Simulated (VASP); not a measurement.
Here is a VASP 6.6.1 calculation.

File INCAR:

```
  ALGO = Normal
  DIPOL = 0.5 0.5 0.500
  EDIFF = 1E-6
  ENCUT = 520
  GGA = PE
  IDIPOL = 3
  ISIF = 2
  ISMEAR = 0
  LASPH = T
  LCHARG = F
  LDIPOL = T
  LREAL = F
  LWAVE = F
  NBANDS = 12
  NELM = 80
  PREC = Accurate
  SIGMA = 0.02
```

KPOINTS

```
k-points
0
Gamma
  9 9 1
```

The input POSCAR:

```
As
1.0
    3.7860000000      0.0000000000      0.0000000000
   -1.8930000000      3.2787721787      0.0000000000
    0.0000000000      0.0000000000     28.0000000000
As
2
Direct
    0.3333333333      0.6666666667      0.5159642857
    0.6666666667      0.3333333333      0.4840357143
```

Potentials or basis: VASP PAW PBE potentials, release 64 (As).

Command:

```sh
$ cat potpaw_PBE.64/As/POTCAR > POTCAR
$ mpirun -np 1 vasp_std > vasp.out
```

(1) Estimate the largest force.

(2) Predict the band gap on the k mesh.

Results:

(1) 2.741 eV/Å.

(2) zero (band 5 reaches -3.07 eV, above the bottom of band 6 at -3.22 eV).
